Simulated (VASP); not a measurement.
Here is a VASP 6.6.1 calculation.

INCAR

```
SYSTEM = SiO2
PREC = Accurate ; ENCUT = 520
EDIFF = 1E-8 ; ISMEAR = -1
SIGMA = 0.03 ; LREAL = .FALSE.
LASPH = .TRUE. ; NELM = 60
ALGO = Normal ; ISIF = 2
LWAVE = .FALSE. ; LCHARG = .FALSE.
GGA = PS ; LEFG = .TRUE.
NBANDS = 25
```

The input KPOINTS:

```
Automatic mesh
0
G
  7 7 7
  0 0 0
```

The input POSCAR:

```
SiO2
1.0
   -2.3740500000      2.3740500000      3.7440000000
    2.3740500000     -2.3740500000      3.7440000000
    2.3740500000      2.3740500000     -3.7440000000
Si O
2 4
Direct
    0.0000000000      0.0000000000      0.0000000000
    0.7500000000      0.2500000000      0.5000000000
    0.9983800000      0.6250000000      0.8733800000
    0.3750000000      0.2483800000      0.3733800000
    0.7516200000      0.1250000000      0.1266200000
    0.8750000000      0.0016200000      0.6266200000
```

Potentials or basis: VASP PAW PBE potentials, release 64 (Si, O).

Run with:

```sh
$ cat potpaw_PBE.64/Si/POTCAR potpaw_PBE.64/O/POTCAR > POTCAR
$ mpirun -np 1 vasp_std > vasp.out
```

Question: What does it give for the pressure?

Answer: 1.6 GPa.

Question: What does it give for the band gap on the k mesh?

Answer: 5.97 eV.

Question: What does it give for the largest force?

Answer: 0.026 eV/Å.

Electric field gradients, principal values (V/Å²):
| atom | least | middle | greatest (by size) |
| --- | --- | --- | --- |
| 1 Si | 2.909 | 2.910 | -5.819 |
| 2 Si | 2.909 | 2.910 | -5.819 |
| 3 O | -27.671 | -55.715 | 83.386 |
| 4 O | -27.671 | -55.715 | 83.386 |
| 5 O | -27.672 | -55.709 | 83.381 |
| 6 O | -27.672 | -55.709 | 83.381 |

Caveat: without QUAD_EFG the Cq values of the log hold for a quadrupole moment of 1 mb, not for the nuclei; the PAW data sets were made with another functional, which shifts forces and pressure a little; an odd mesh through Γ misses points on the zone boundary, where band edges can lie. PBEsol gaps usually lie below the measured ones, often by a third to a half.
